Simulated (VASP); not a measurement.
A run of VASP 6.6.1 is set up as follows.

File INCAR:

```
ALGO = Normal ; EDIFF = 1E-6
ENCUT = 520 ; GGA = PE
ISIF = 2 ; ISMEAR = 0
LASPH = True ; LCHARG = False
LREAL = False ; LWAVE = False
NBANDS = 14 ; NELM = 80
PREC = Accurate ; SIGMA = 0.1
```

Contents of KPOINTS:

```
k-points
0
Gamma
  16 16 16
```

POSCAR

```
NiSb
1.0
    0.0000000000      2.8558125487      2.8558125487
    2.8558125487      0.0000000000      2.8558125487
    2.8558125487      2.8558125487      0.0000000000
Ni Sb
1 1
Direct
    0.0000000000      0.0000000000      0.0000000000
    0.2500000000      0.2500000000      0.2500000000
```

Potentials or basis: VASP PAW PBE potentials, release 64 (Ni, Sb).

Command:

```bash
$ cat potpaw_PBE.64/Ni/POTCAR potpaw_PBE.64/Sb/POTCAR > POTCAR
$ mpirun -np 1 vasp_std > vasp.out
```

Problem. Estimate the band gap on the k mesh.

Solution. Zero (an odd number of electrons rules out a gap without spin polarisation).

Problem. Estimate the pressure.

Solution. -0.1 GPa.

Caveat: spin-orbit coupling is left out, which moves the levels of the heavy elements; an odd number of electrons without spin polarisation forces a metal; a magnetic or distorted state may lie lower. Spin polarisation is off, so any magnetic state and its effect on volume and gap are missing.
